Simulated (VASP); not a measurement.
# Sc (C2/c) in VASP: notebook

The runs below take Sc through single point, with BLYP.

Program: VASP 6.6.1. These are calculated values, not measurements. Logs are shortened: lines on timing, memory, paths and dates and some standing lists are left out, and cuts for length are marked.

## Step 1: The cell of the first run

The typed cell holds 2 atoms: a = 4.138 Å, b = 4.138 Å, c = 4.138 Å, α = 97.50°, β = 97.50°, γ = 137.66°.

## Step 2: Single point, BLYP (22.26 Å³/atom)

INCAR

```
SYSTEM = Sc
  AGGAC = 1.0
  AGGAX = 1.0
  ALDAC = 0.0
  ALDAX = 1.0
  ALGO = Normal
  EDIFF = 1E-6
  ENCUT = 520
  GGA = B5
  ISIF = 2
  ISMEAR = -1
  LASPH = .TRUE.
  LCHARG = .FALSE.
  LREAL = .FALSE.
  LWAVE = .FALSE.
  NBANDS = 18
  NELM = 80
  PREC = Accurate
  SIGMA = 0.1
```

KPOINTS

```
k-points
0
G
  13 13 9
  0 0 0
```

POSCAR

```
Sc
1.0
   -2.7289026357      2.7287088290      1.4945570827
    2.7287088290     -2.7289026357      1.4945570827
    2.7287363724      2.7287363724     -1.4949120401
Sc
2
Direct
    0.9999983892      0.0000016108      0.0000000000
    0.7500016108      0.2499983892      0.5000000000
```

Potentials or basis: VASP PAW PBE potentials, release 64 (Sc_sv).

On the command line:

```sh
> cat potpaw_PBE.64/Sc_sv/POTCAR > POTCAR
> mpirun -np 1 vasp_std > vasp.out
```

OUTCAR:

```text
SYSTEM = Sc
   EDIFF = 1E-6
   ENCUT = 520
   GGA = B5
   ISIF = 2
   ISMEAR = -1
   LASPH = .TRUE.
   LREAL = .FALSE.
   NELM = 80
   PREC = Accurate

 ion  position               nearest neighbor table
   1  1.000  0.000  0.000-   2 2.83   2 2.83   2 2.83   2 2.83
   2  0.750  0.250  0.500-   1 2.83   1 2.83   1 2.83   1 2.83

  Warning from LATTYP: Got some problem with cell dimensions!
  Tried to take original basis but could not verify dimensions!
  LATTYP: Found a base centered monoclinic cell.
 ALAT       =     2.9891141780
 B/A-ratio  =     2.5821121884
 C/A-ratio  =     1.3843358038
 COS(beta)  =    -0.3610127497

  Lattice vectors:

 A1 = (   2.7289026357,  -2.7287088290,  -1.4945570827)
 A2 = (  -2.7287088290,   2.7289026357,  -1.4945570827)
 A3 = (   2.7285425657,   2.7285425657,   1.4942021253)

Analysis of symmetry for initial positions (statically):
=====================================================================
 Subroutine PRICEL returns:
 Original cell was already a primitive cell.

 Routine SETGRP: Setting up the symmetry group for a
 base centered monoclinic supercell.

 Subroutine GETGRP returns: Found  4 space group operations
 (whereof  2 operations were pure point group operations)
 out of a pool of  4 trial point group operations.

The static configuration has the point symmetry C_2 .
 The point group associated with its full space group is C_2h.

Analysis of symmetry for dynamics (positions and initial velocities):
=====================================================================
 Subroutine PRICEL returns:
 Original cell was already a primitive cell.

 Routine SETGRP: Setting up the symmetry group for a
 base centered monoclinic supercell.

 Subroutine GETGRP returns: Found  4 space group operations
 (whereof  2 operations were pure point group operations)
 out of a pool of  4 trial point group operations.

The dynamic configuration has the point symmetry C_2 .
 The point group associated with its full space group is C_2h.

 Subroutine INISYM returns: Found  4 space group operations
 (whereof  2 operations are pure point group operations),
 and found     1 'primitive' translations

----------------------------------------------------------------------------------------

                                     Primitive cell

  volume of cell :      44.5135

  direct lattice vectors                    reciprocal lattice vectors
    -2.728902636  2.728708829  1.494557083     0.000027343  0.183257682  0.334559159
     2.728708829 -2.728902636  1.494557083     0.183257682  0.000027343  0.334559159
     2.728736372  2.728736372 -1.494912040     0.183241505  0.183241505  0.000023762

  length of vectors
     4.138413022  4.138413022  4.138449757     0.381461938  0.381461938  0.259142623

  position of ions in fractional coordinates (direct lattice)
     0.999998389  0.000001611  0.000000000
     0.750001611  0.249998389  0.500000000

  ion indices of the primitive-cell ions
   primitive index   ion index
                 1           1
                 2           2

----------------------------------------------------------------------------------------

 KPOINTS: k-points

Automatic generation of k-mesh.
 Grid dimensions read from file:
 generate k-points for:   13   13    9

 Generating k-lattice:

  Cartesian coordinates                     Fractional coordinates (reciprocal lattice)
     0.000002103  0.014096745  0.025735320     0.076923077  0.000000000  0.000000000
     0.014096745  0.000002103  0.025735320     0.000000000  0.076923077  0.000000000
     0.020360167  0.020360167  0.000002640    -0.000000000 -0.000000000  0.111111111

  Length of vectors
     0.029343226  0.029343226  0.028793625

  Shift w.r.t. Gamma in fractional coordinates (k-lattice)
     0.000000000  0.000000000  0.000000000

 Subroutine IBZKPT returns following result:
 ===========================================

 Found    413 irreducible k-points:

 Following reciprocal coordinates:
            Coordinates               Weight
  0.000000  0.000000  0.000000      1.000000
  0.076923 -0.000000  0.000000      4.000000
  0.153846 -0.000000  0.000000      4.000000
  0.230769 -0.000000  0.000000      4.000000
  0.307692 -0.000000  0.000000      4.000000
  0.384615 -0.000000  0.000000      4.000000
[... 16 lines left out ...]
  0.384615  0.153846  0.000000      4.000000
  0.461538  0.153846  0.000000      4.000000
 [... further k-points ...]
   k-points           NKPTS =    413   k-points in BZ     NKDIM =    413   number of bands    NBANDS=     18
   number of dos      NEDOS =    301   number of ions     NIONS =      2
   total plane-waves  NPLWV =  32768
   dimension x,y,z NGX =    32 NGY =   32 NGZ =   32
   dimension x,y,z NGXF=    64 NGYF=   64 NGZF=   64
   ions per type =               2
   NGX,Y,Z   is equivalent  to a cutoff of  12.85, 12.85, 12.85 a.u.
   NGXF,Y,Z  is equivalent  to a cutoff of  25.71, 25.71, 25.71 a.u.
 SYSTEM =  Sc
   PREC   = accura    normal or accurate (medium, high low for compatibility)
   ISTART =      0    job   : 0-new  1-cont  2-samecut
   ICHARG =      2    charge: 1-file 2-atom 10-const
   ISPIN  =      1    spin polarized calculation?
   LNONCOLLINEAR =      F non collinear calculations
   LSORBIT =      F    spin-orbit coupling
   LASPH  =      T    aspherical Exc in radial PAW
   ENCUT  =  520.0 eV  38.22 Ry    6.18 a.u.   7.69  7.69  7.69*2*pi/ulx,y,z
   NELM   =     80;   NELMIN=  2; NELMDL= -5     # of ELM steps
   EDIFF  = 0.1E-05   stopping-criterion for ELM
   LREAL  =      F    real-space projection
   EDIFFG = 0.1E-04   stopping-criterion for IOM
   NSW    =      0    number of steps for IOM
   IBRION =     -1    ionic relax: 0-MD 1-quasi-New 2-CG
   NFREE  =      0    steps in history (QN), initial steepest desc. (CG)
   ISIF   =      2    stress and relaxation
   ISYM   =      2    0-nonsym 1-usesym 2-fastsym
   POTIM  = 0.5000    time-step for ionic-motion
   TEBEG  =    0.0;   TEEND  =   0.0 temperature during run
   PSTRESS=    0.0 pullay stress
   NELECT =      22.0000    total number of electrons
   NUPDOWN=      -1.0000    fix difference up-down
   EMIN   =  10.00;   EMAX   =-10.00  energy-range for DOS
   EFERMI =   0.00;   METHOD = LEGACY
   ISMEAR =    -1;   SIGMA  =   0.10  broadening in eV -4-tet -1-fermi 0-gaus
   EFERMI_NEDOS =   21; number of points for ismear=-14 and -15
   IALGO  =     38    algorithm
   IMIX   =      4    mixing-type and parameters
     AMIX     =   0.40;   BMIX     =  1.00
     AMIX_MAG =   1.60;   BMIX_MAG =  1.00
  volume/ion in A,a.u.               =      22.26       150.20
  Fermi-wavevector in a.u.,A,eV,Ry     =   1.294351  2.445968 22.794436  1.675344
  Thomas-Fermi vector in A             =   2.425939
   LORBIT       =      0    0 simple, 1 ext, 2 COOP (PROOUT), +10 PAW based schemes
   GGA     = B5    functional components
   LHFCALC =     F    Hartree Fock is set to
   AEXX    =    0.0000 exact exchange contribution
   IVDW    =     0    specifies the selected vdW correction
   LEPSILON=     F    determine dielectric tensor
   LRPA    =     F    only Hartree local field effects (RPA)
 non-spin polarized calculation
  energy-cutoff  :      520.00
  volume of cell :       44.51
 maximum number of plane-waves:      1213
   NGX = 15   NGY = 15   NGZ = 15

 number of electron      22.0000000 magnetization

 Free energy of the ion-electron system (eV)
  ---------------------------------------------------
  ext. energy  EPLUGINS =         0.00000000
  ---------------------------------------------------
  free energy    TOTEN  =        -9.84463742 eV

  energy without entropy =       -9.71202693  energy(sigma->0) =       -9.77833218

 E-fermi :   4.7311     XC(G=0):  -9.7739

 val. band max:        4.7298576845   @ k =  -0.4615  -0.4615   0.3333
 cond. band min:       4.7319524974   @ k =   0.3846   0.3846   0.2222
 fundamental gap:      0.0020948129
 Fermi energy:         4.7310720530

 k-point     1 :       0.0000    0.0000    0.0000
  band No.  band energies     occupation
      1     -44.5348      2.00000
      2     -44.3110      2.00000
      3     -23.5826      2.00000
      4     -23.5825      2.00000
      5     -22.9462      2.00000
      6     -22.9461      2.00000
[... 10 lines left out ...]
     17       7.6813      0.00000
     18       9.0261      0.00000

 k-point     2 :       0.0769   -0.0000    0.0000
  band No.  band energies     occupation
      1     -44.5286      2.00000
      2     -44.3106      2.00000
      3     -23.5800      2.00000
      4     -23.5690      2.00000
      5     -22.9730      2.00000
      6     -22.9442      2.00000
[... 10 lines left out ...]
     17       7.8743      0.00000
     18       9.0761      0.00000

 k-point     3 :       0.1538   -0.0000    0.0000
  band No.  band energies     occupation
      1     -44.5113      2.00000
      2     -44.3096      2.00000
      3     -23.5729      2.00000
      4     -23.5318      2.00000
      5     -23.0513      2.00000
      6     -23.0189      2.00000
[... 10 lines left out ...]
     17       7.7049      0.00000
     18       8.8758      0.00000

 k-point     4 :       0.2308   -0.0000    0.0000
  band No.  band energies     occupation
      1     -44.4860      2.00000
      2     -44.3090      2.00000
      3     -23.5628      2.00000
      4     -23.4827      2.00000
      5     -23.1659      2.00000
      6     -23.1148      2.00000
[... 375 lines left out ...]
      4     -23.4762      2.00000
      5     -23.3842      2.00000
      6     -23.2913      2.00000
[... 10 lines left out ...]
     17       8.0917      0.00000
     18       9.2376      0.00000

 k-point    23 :       0.3846    0.1538    0.0000
  band No.  band energies     occupation
      1     -44.4092      2.00000
      2     -44.3221      2.00000
      3     -23.5568      2.00000
      4     -23.4674      2.00000
      5     -23.4008      2.00000
      6     -23.2480      2.00000
[... 10 lines left out ...]
     17       8.1140      0.00000
     18       8.9198      0.00000

 k-point    24 :       0.4615    0.1538    0.0000
  band No.  band energies     occupation
      1     -44.4134      2.00000
      2     -44.3307      2.00000
      3     -23.5464      2.00000
      4     -23.4386      2.00000
      5     -23.3776      2.00000
      6     -23.1918      2.00000
[... 10 lines left out ...]
     17       7.9848      0.00000
     18       8.5155      0.00000

 [... further k-points ...]

------------------------ aborting loop because EDIFF is reached ----------------------------------------

  FORCE on cell =-STRESS in cart. coord.  units (eV):
  Direction    XX          YY          ZZ          XY          YZ          ZX
  --------------------------------------------------------------------------------------
  -------------------------------------------------------------------------------------
  Total        1.6912934      1.6912934      2.1935858      0.0000384      0.0000747      0.0000747
  in kB       60.8749012     60.8749012     78.9539630      0.0013830      0.0026887      0.0026892
  external PRESSURE =      66.9012551 kB  Pullay stress =       0.0000000 kB

 VOLUME and BASIS-vectors are now :
 -----------------------------------------------------------------------------
  energy-cutoff  :      520.00
  volume of cell :       44.51
      direct lattice vectors                 reciprocal lattice vectors
    -2.728902636  2.728708829  1.494557083     0.000027343  0.183257682  0.334559159
     2.728708829 -2.728902636  1.494557083     0.183257682  0.000027343  0.334559159
     2.728736372  2.728736372 -1.494912040     0.183241505  0.183241505  0.000023762

 POSITION                                       TOTAL-FORCE (eV/Angst)
 -----------------------------------------------------------------------------------
     -2.72889      2.72870      1.49456         0.000491     -0.000491     -0.000000
     -0.00014      2.72868      0.74710        -0.000491      0.000491      0.000000
 -----------------------------------------------------------------------------------
    total drift:                               -0.000000     -0.000000      0.000000

  FREE ENERGIE OF THE ION-ELECTRON SYSTEM (eV)
  ---------------------------------------------------
  free  energy   TOTEN  =        -9.8446374248 eV

  energy  without entropy=       -9.7120269258  energy(sigma->0) =       -9.77833218
```

Run time: 4 min. Hardware: 1 thread of AMD EPYC 9R45 (Zen 5), shared host; peak memory 0.35 GiB.

What came out:

| Quantity | Value |
| --- | --- |
| Free energy | -9.8446 eV |
| Pressure | 6.7 GPa |
| Band gap on the k mesh | zero (bands 11 and 12 overlap by 0.84 eV) |

Stress tensor (GPa, compression positive):
```
6.09 0.00 0.00
0.00 6.09 0.00
0.00 0.00 7.90
```

Caveat: the cell stands under pressure; the PAW data sets were made with another functional, which shifts forces and pressure a little.

## Step 3: Single point, BLYP (23.27 Å³/atom)

This run uses another cell than the first one, of 23.27 Å³/atom.

INCAR

```
SYSTEM = Sc
AGGAC    = 1.0          
AGGAX    = 1.0          
ALDAC    = 0.0          
ALDAX    = 1.0          
ALGO     = Normal         ! electronic algorithm
EDIFF    = 1E-6           ! SCF threshold, eV
ENCUT    = 520            ! plane-wave cutoff, eV
GGA      = B5             ! functional
ISIF     = 2              ! what is computed and relaxed
ISMEAR   = -1             ! smearing method
LASPH    = .True.         ! aspherical terms in the spheres
LCHARG   = .True.         ! write CHGCAR
LELF     = .True.         ! ELF
LREAL    = .False.        ! projectors in reciprocal space
LVHAR    = .True.       
LWAVE    = .False.        ! write WAVECAR
NBANDS   = 18             ! bands
NELM     = 80             ! most SCF steps
PREC     = Accurate       ! precision mode
SIGMA    = 0.1            ! smearing width, eV
```

KPOINTS

```
k-points
0
Gamma
  13 13 9
  0 0 0
```

POSCAR

```
Sc
1.0
   -2.7696385315      2.7694418317      1.5168671940
    2.7694418317     -2.7696385315      1.5168671940
    2.7694697863      2.7694697863     -1.5172274500
Sc
2
Direct
    0.9999983892      0.0000016108      0.0000000000
    0.7500016108      0.2499983892      0.5000000000
```

Potentials or basis: VASP PAW PBE potentials, release 64 (Sc_sv).

On the command line:

```sh
> cat potpaw_PBE.64/Sc_sv/POTCAR > POTCAR
> mpirun -np 1 vasp_std > vasp.out
```

Run time: 3.7 min. Hardware: 1 thread of AMD EPYC 9R45 (Zen 5), shared host; peak memory 0.36 GiB.

Results (log left out):

```
Free energy            : -9.9130 eV
Pressure               : 4.1 GPa
Band gap on the k mesh : zero (bands 11 and 12 overlap by 0.82 eV)
```

Stress tensor (GPa, compression positive):
```
3.69 0.00 0.00
0.00 3.69 0.00
0.00 0.00 4.78
```

Levels at points of the mesh, in eV from the Fermi level:
```tsv
k point	band 8	band 9	band 10	band 11	band 12	band 13	band 14	band 15
(0.00, 0.00, 0.00)	-27.77	-5.00	-1.74	-0.16	0.04	0.75	2.80	2.80
```

Caveat: the cell stands under pressure; the PAW data sets were made with another functional, which shifts forces and pressure a little.

## Step 4: Single point, BLYP (24.28 Å³/atom)

This run uses another cell than the first one, of 24.28 Å³/atom.

INCAR

```
SYSTEM = Sc
AGGAC = 1.0 ; AGGAX = 1.0
ALDAC = 0.0 ; ALDAX = 1.0
ALGO = Normal ; EDIFF = 1E-7
ENCUT = 520 ; GGA = B5
ISIF = 2 ; ISMEAR = -1
LASPH = .True. ; LCHARG = .False.
LREAL = .False. ; LWAVE = .False.
NBANDS = 18 ; NELM = 60
PREC = Accurate ; SIGMA = 0.1
```

KPOINTS is that of step 3.

POSCAR

```
Sc
1.0
   -2.8092101425      2.8090106324      1.5385396534
    2.8090106324     -2.8092101425      1.5385396534
    2.8090389864      2.8090389864     -1.5389050567
Sc
2
Direct
    0.9999983892      0.0000016108      0.0000000000
    0.7500016108      0.2499983892      0.5000000000
```

On the command line:

```sh
> cat potpaw_PBE.64/Sc_sv/POTCAR > POTCAR
> mpirun -np 1 vasp_std > vasp.out
```

Run time: 4 min. Hardware: 1 thread of AMD EPYC 9R45 (Zen 5), shared host; peak memory 0.38 GiB.

Results (log left out):

* Free energy: -9.9507 eV
* Pressure: 1.9 GPa
* Band gap on the k mesh: zero (bands 11 and 12 overlap by 0.81 eV)

Stress tensor (GPa, compression positive):
```
1.69 0.00 0.00
0.00 1.69 0.00
0.00 0.00 2.20
```

Levels at points of the mesh, in eV from the Fermi level:
```csv
k point,band 7,band 8,band 9,band 10,band 11,band 12,band 13,band 14,band 15,band 16
"(0.00, 0.00, 0.00)",-27.89,-27.88,-4.93,-1.62,-0.14,0.04,0.73,2.69,2.69,2.71
```

Caveat: the PAW data sets were made with another functional, which shifts forces and pressure a little.

## Step 5: Summary

```tsv
cell	gap on the mesh (eV)	pressure (GPa)
a = 4.138 Å, angles 97.5, 97.5, 137.7°, 2 atoms	none	6.7
a = 4.200 Å, angles 97.5, 97.5, 137.7°, 2 atoms	none	4.1
a = 4.260 Å, angles 97.5, 97.5, 137.7°, 2 atoms	none	1.9
```

Alike in all rows: task single point; level BLYP; potentials or basis VASP PAW PBE potentials, release 64 (Sc_sv); no spin polarisation; k mesh 13 × 13 × 9; cutoff (eV) 520; smearing fermi-dirac 0.1 eV.

Caveats: the PAW data sets were made with another functional, which shifts forces and pressure a little; the cell stands under pressure (at least some runs).

Absolute energies hang on the potentials; compare differences alone.
